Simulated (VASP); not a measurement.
# MgCd3Se4 (P-4m2) in VASP: notebook, part 2 of 2

VASP 6.6.1. Earlier steps stand in the parts before.

## (4) Relaxation of cell and atoms, PBE

This run uses another cell than the first one, of 29.06 Å³/atom.

Input file INCAR:

```
SYSTEM = MgCd3Se4
ALGO = Normal
EDIFF = 1E-7
EDIFFG = -0.01
ENCUT = 600
GGA = PE
IBRION = 2
ISIF = 3
ISMEAR = 0
LASPH = .True.
LCHARG = .False.
LREAL = .False.
LWAVE = .False.
NELM = 80
NSW = 100
PREC = Accurate
SIGMA = 0.02
```

Input file KPOINTS:

```
k-points
0
Gamma
  6 6 4
  0 0 0
```

Input file POSCAR:

```
MgCd3Se4
1.0
    4.3622803149      0.0000000000      0.0000000000
    0.0000000000      4.3622803149      0.0000000000
    0.0000000000      0.0000000000     12.2187368916
Mg Cd Se
1 3 4
Direct
    0.5000000000      0.5000000000      0.5000000000
    0.0000000000      0.0000000000      0.7451137147
    0.5000000000      0.5000000000      0.0000000000
    0.0000000000      0.0000000000      0.2548862853
    0.5000000000      0.0000000000      0.1273972459
    0.0000000000      0.5000000000      0.3830906068
    0.5000000000      0.0000000000      0.6169093932
    0.0000000000      0.5000000000      0.8726027541
```

Potentials or basis: VASP PAW PBE potentials, release 64 (Mg, Cd, Se).

Launch:

```
$ cat potpaw_PBE.64/Mg/POTCAR potpaw_PBE.64/Cd/POTCAR potpaw_PBE.64/Se/POTCAR > POTCAR
$ mpirun -np 1 vasp_std > vasp.out
```

OUTCAR:

```text
SYSTEM = MgCd3Se4
   EDIFF = 1E-7
   EDIFFG = -0.01
   ENCUT = 600
   GGA = PE
   IBRION = 2
   ISIF = 3
   ISMEAR = 0
   LASPH = .True.
   LREAL = .False.
   NELM = 80
   NSW = 100
   PREC = Accurate

 ion  position               nearest neighbor table
   1  0.500  0.500  0.500-   6 2.61   7 2.61   7 2.61   6 2.61
   2  0.000  0.000  0.745-   8 2.68   8 2.68   7 2.69   7 2.69
   3  0.500  0.500  0.000-   5 2.68   8 2.68   5 2.68   8 2.68
   4  0.000  0.000  0.255-   5 2.68   5 2.68   6 2.69   6 2.69
   5  0.500  0.000  0.127-   3 2.68   3 2.68   4 2.68   4 2.68
   6  0.000  0.500  0.383-   1 2.61   1 2.61   4 2.69   4 2.69
   7  0.500  0.000  0.617-   1 2.61   1 2.61   2 2.69   2 2.69
   8  0.000  0.500  0.873-   3 2.68   3 2.68   2 2.68   2 2.68

  LATTYP: Found a simple tetragonal cell.
 ALAT       =     4.3622803149
 C/A-ratio  =     2.8009976456

  Lattice vectors:

 A1 = (   4.3622803149,   0.0000000000,   0.0000000000)
 A2 = (   0.0000000000,   4.3622803149,   0.0000000000)
 A3 = (   0.0000000000,   0.0000000000,  12.2187368916)

Analysis of symmetry for initial positions (statically):
=====================================================================
 Subroutine PRICEL returns:
 Original cell was already a primitive cell.

 Routine SETGRP: Setting up the symmetry group for a
 simple tetragonal supercell.

 Subroutine GETGRP returns: Found  8 space group operations
 (whereof  8 operations were pure point group operations)
 out of a pool of 16 trial point group operations.

The static configuration has the point symmetry D_2d.

Analysis of symmetry for dynamics (positions and initial velocities):
=====================================================================
 Subroutine PRICEL returns:
 Original cell was already a primitive cell.

 Routine SETGRP: Setting up the symmetry group for a
 simple tetragonal supercell.

 Subroutine GETGRP returns: Found  8 space group operations
 (whereof  8 operations were pure point group operations)
 out of a pool of 16 trial point group operations.

The dynamic configuration has the point symmetry D_2d.

 Subroutine INISYM returns: Found  8 space group operations
 (whereof  8 operations are pure point group operations),
 and found     1 'primitive' translations

----------------------------------------------------------------------------------------

                                     Primitive cell

  volume of cell :     232.5163

  direct lattice vectors                    reciprocal lattice vectors
     4.362280315  0.000000000  0.000000000     0.229237905  0.000000000  0.000000000
     0.000000000  4.362280315  0.000000000     0.000000000  0.229237905  0.000000000
     0.000000000  0.000000000 12.218736892     0.000000000  0.000000000  0.081841520

  length of vectors
     4.362280315  4.362280315 12.218736892     0.229237905  0.229237905  0.081841520

  position of ions in fractional coordinates (direct lattice)
     0.500000000  0.500000000  0.500000000
     0.000000000  0.000000000  0.745113715
     0.500000000  0.500000000  0.000000000
     0.000000000  0.000000000  0.254886285
[... 48 lines left out ...]
  0.166667  0.166667  0.000000      4.000000
  0.333333  0.166667  0.000000      8.000000
[... 16 lines left out ...]
  0.333333  0.000000  0.500000      4.000000
  0.500000  0.000000  0.500000      2.000000
 [... further k-points ...]
   k-points           NKPTS =     30   k-points in BZ     NKDIM =     30   number of bands    NBANDS=     37
   number of dos      NEDOS =    301   number of ions     NIONS =      8
   total plane-waves  NPLWV = 127008
   dimension x,y,z NGX =    36 NGY =   36 NGZ =   98
   dimension x,y,z NGXF=    72 NGYF=   72 NGZF=  196
   ions per type =               1   3   4
   NGX,Y,Z   is equivalent  to a cutoff of  13.72, 13.72, 13.33 a.u.
   NGXF,Y,Z  is equivalent  to a cutoff of  27.44, 27.44, 26.67 a.u.
 SYSTEM =  MgCd3Se4
   PREC   = accura    normal or accurate (medium, high low for compatibility)
   ISTART =      0    job   : 0-new  1-cont  2-samecut
   ICHARG =      2    charge: 1-file 2-atom 10-const
   ISPIN  =      1    spin polarized calculation?
   LNONCOLLINEAR =      F non collinear calculations
   LSORBIT =      F    spin-orbit coupling
   LASPH  =      T    aspherical Exc in radial PAW
   ENCUT  =  600.0 eV  44.10 Ry    6.64 a.u.   8.71  8.71 24.40*2*pi/ulx,y,z
   NELM   =     80;   NELMIN=  2; NELMDL= -5     # of ELM steps
   EDIFF  = 0.1E-06   stopping-criterion for ELM
   LREAL  =      F    real-space projection
   EDIFFG = -.1E-01   stopping-criterion for IOM
   NSW    =    100    number of steps for IOM
   IBRION =      2    ionic relax: 0-MD 1-quasi-New 2-CG
   NFREE  =      1    steps in history (QN), initial steepest desc. (CG)
   ISIF   =      3    stress and relaxation
   ISYM   =      2    0-nonsym 1-usesym 2-fastsym
   POTIM  = 0.5000    time-step for ionic-motion
   TEBEG  =    0.0;   TEEND  =   0.0 temperature during run
   PSTRESS=    0.0 pullay stress
   NELECT =      62.0000    total number of electrons
   NUPDOWN=      -1.0000    fix difference up-down
   EMIN   =  10.00;   EMAX   =-10.00  energy-range for DOS
   EFERMI =   0.00;   METHOD = LEGACY
   ISMEAR =     0;   SIGMA  =   0.02  broadening in eV -4-tet -1-fermi 0-gaus
   EFERMI_NEDOS =   21; number of points for ismear=-14 and -15
   IALGO  =     38    algorithm
   IMIX   =      4    mixing-type and parameters
     AMIX     =   0.40;   BMIX     =  1.00
     AMIX_MAG =   1.60;   BMIX_MAG =  1.00
  volume/ion in A,a.u.               =      29.06       196.14
  Fermi-wavevector in a.u.,A,eV,Ry     =   1.053710  1.991222 15.106600  1.110304
  Thomas-Fermi vector in A             =   2.188842
   LORBIT       =      0    0 simple, 1 ext, 2 COOP (PROOUT), +10 PAW based schemes
   GGA     = PE    functional components
   LHFCALC =     F    Hartree Fock is set to
   AEXX    =    0.0000 exact exchange contribution
   IVDW    =     0    specifies the selected vdW correction
   LEPSILON=     F    determine dielectric tensor
   LRPA    =     F    only Hartree local field effects (RPA)
 conjugate gradient relaxation of ions
 non-spin polarized calculation
 Gauss-broadening in eV      SIGMA  =   0.02
  energy-cutoff  :      600.00
  volume of cell :      232.52
 maximum number of plane-waves:      7816
 NGX is ok and might be reduce to    36
   NGX = 17   NGY = 17   NGZ = 49

--------------------------------------- Ionic step        1  -------------------------------------------

 number of electron      61.9999996 magnetization

 Free energy of the ion-electron system (eV)
  ---------------------------------------------------
  ext. energy  EPLUGINS =         0.00000000
  ---------------------------------------------------
  free energy    TOTEN  =       -23.99825903 eV

  energy without entropy =      -23.99825903  energy(sigma->0) =      -23.99825903

------------------------ aborting loop because EDIFF is reached ----------------------------------------

  FORCE on cell =-STRESS in cart. coord.  units (eV):
  Direction    XX          YY          ZZ          XY          YZ          ZX
  --------------------------------------------------------------------------------------
  -------------------------------------------------------------------------------------
  Total        0.0368919      0.0368919      0.1617998      0.0000000      0.0000000      0.0000000
  in kB        0.2542077      0.2542077      1.1148983      0.0000000      0.0000000      0.0000000
  external PRESSURE =       0.5411046 kB  Pullay stress =       0.0000000 kB
[... 239 lines left out ...]
--------------------------------------- Ionic step        7  -------------------------------------------

 number of electron      61.9999995 magnetization

 Free energy of the ion-electron system (eV)
  ---------------------------------------------------
  ext. energy  EPLUGINS =         0.00000000
  ---------------------------------------------------
  free energy    TOTEN  =       -23.99878604 eV

  energy without entropy =      -23.99878604  energy(sigma->0) =      -23.99878604

 E-fermi :   0.6258     XC(G=0):  -8.5020

 val. band max:        0.5417414043   @ k =   0.0000   0.0000   0.0000
 cond. band min:       1.4482323988   @ k =   0.0000   0.0000   0.0000
 fundamental gap:      0.9064909946
 Fermi energy:         0.6257804840

 k-point     1 :       0.0000    0.0000    0.0000
  band No.  band energies     occupation
      1     -11.6049      2.00000
      2     -11.3723      2.00000
      3     -11.3662      2.00000
      4     -11.0522      2.00000
      5      -7.0762      2.00000
      6      -7.0762      2.00000
[... 949 lines left out ...]
     36       6.3291      0.00000
     37       6.5741      0.00000

 [... further k-points ...]

------------------------ aborting loop because EDIFF is reached ----------------------------------------

  FORCE on cell =-STRESS in cart. coord.  units (eV):
  Direction    XX          YY          ZZ          XY          YZ          ZX
  --------------------------------------------------------------------------------------
  -------------------------------------------------------------------------------------
  Total        0.0077468      0.0077468      0.0083668      0.0000000      0.0000000     -0.0000000
  in kB        0.0533305      0.0533305      0.0575985      0.0000000      0.0000000     -0.0000000
  external PRESSURE =       0.0547532 kB  Pullay stress =       0.0000000 kB
[... 23 lines left out ...]
  FREE ENERGIE OF THE ION-ELECTRON SYSTEM (eV)
  ---------------------------------------------------
  free  energy   TOTEN  =       -23.9987860447 eV

  energy  without entropy=      -23.9987860447  energy(sigma->0) =      -23.99878604

 reached required accuracy - stopping structural energy minimisation
```

Run time: 18 min. Hardware: 1 thread of Oxide Virtual Turin-like, shared host; peak memory 0.53 GiB.

Results:

```yaml
Free_energy: -23.9988 eV
Relaxed_volume: 29.09 Å³/atom
Relaxed_cell: a = 4.357 Å, b = 4.357 Å, c = 12.258 Å, α = 90.00°, β = 90.00°, γ = 90.00°
Space_group_after_relaxing_to_0.1_Å: P-4m2 (No. 115)
Energy_gained_by_relaxing: 0.1 meV/atom
Ionic_steps: 7
Pressure_after_relaxing: 0.0 GPa
Largest_force_after_relaxing: 0.008 eV/Å
Band_gap_on_the_k_mesh: 0.91 eV
```

Forces on the atoms (eV/Å):
```
Mg   0.000  0.000  0.000
Cd   0.000  0.000 -0.006
Cd   0.000  0.000  0.000
Cd   0.000  0.000  0.006
Se   0.000  0.000  0.008
Se   0.000  0.000 -0.004
Se   0.000  0.000  0.004
Se   0.000  0.000 -0.008
```

The path:
```tsv
step	energy change (eV)	largest force (eV/Å)	pressure (GPa)	volume (Å³)
1	0.0000	0.0321	0.05	232.52
2	-0.0002	0.0215	-0.01	232.85
3	-0.0002	0.0144	-0.06	233.08
4	-0.0004	0.0135	-0.04	232.97
5	-0.0005	0.0121	-0.01	232.82
6	-0.0005	0.0119	-0.01	232.79
7	-0.0005	0.0077	0.01	232.73
```

Final structure:
```
Mg Cd Se
1.0
     4.35736    0.00000    0.00000
     0.00000    4.35736    0.00000
     0.00000    0.00000   12.25774
Mg Cd Se
1 3 4
Direct
  0.50000 0.50000 0.50000
  0.00000 0.00000 0.74471
  0.50000 0.50000 0.00000
  0.00000 0.00000 0.25529
  0.50000 0.00000 0.12754
  0.00000 0.50000 0.38366
  0.50000 0.00000 0.61634
  0.00000 0.50000 0.87246
```

Levels at points of the mesh, in eV from the valence-band top:
| k point | band 28 | band 29 | band 30 | band 31 | band 32 | band 33 | band 34 | band 35 |
| --- | --- | --- | --- | --- | --- | --- | --- | --- |
| (0.00, 0.00, 0.00) | -0.78 | -0.06 | 0.00 | 0.00 | 0.91 | 3.21 | 3.50 | 3.52 |
| (0.50, 0.00, 0.00) | -0.61 | -0.57 | -0.53 | -0.53 | 2.44 | 2.80 | 3.80 | 4.40 |
| (0.50, 0.50, 0.00) | -1.58 | -1.54 | -1.54 | -1.52 | 3.25 | 3.25 | 3.54 | 4.09 |
| (0.00, 0.00, 0.50) | -0.43 | -0.43 | -0.16 | -0.16 | 1.92 | 2.30 | 3.56 | 3.59 |
| (0.50, 0.00, 0.50) | -0.98 | -0.61 | -0.53 | -0.53 | 3.06 | 3.06 | 3.14 | 4.06 |
| (0.50, 0.50, 0.50) | -1.73 | -1.69 | -1.68 | -1.68 | 3.85 | 3.85 | 3.99 | 4.07 |

A k mesh can miss the band edges.

## (5) Summary

| task | cell | smearing | gap on the mesh (eV) | pressure (GPa) | relaxed volume (Å³/atom) | largest force (eV/Å) |
| --- | --- | --- | --- | --- | --- | --- |
| relaxation of cell and atoms | relaxed from a = 4.354, b = 4.354, c = 12.238 Å, 8 atoms | gaussian 0.01 eV | 0.91 | 0.0 | 29.09 | - |
| relaxation of shape and atoms at fixed volume | relaxed from a = 4.438, b = 4.438, c = 12.486 Å, 8 atoms | gaussian 0.02 eV | 0.77 | -2.2 | - | 0.01 |
| relaxation of cell and atoms | relaxed from a = 4.362, b = 4.362, c = 12.219 Å, 8 atoms | gaussian 0.02 eV | 0.91 | 0.0 | 29.09 | 0.01 |

Alike in all rows: level PBE; potentials or basis VASP PAW PBE potentials, release 64 (Mg, Cd, Se); no spin polarisation; k mesh 6 × 6 × 4; cutoff (eV) 600.

Total energies depend on the potentials used, so only differences within one code and one set of settings carry meaning.
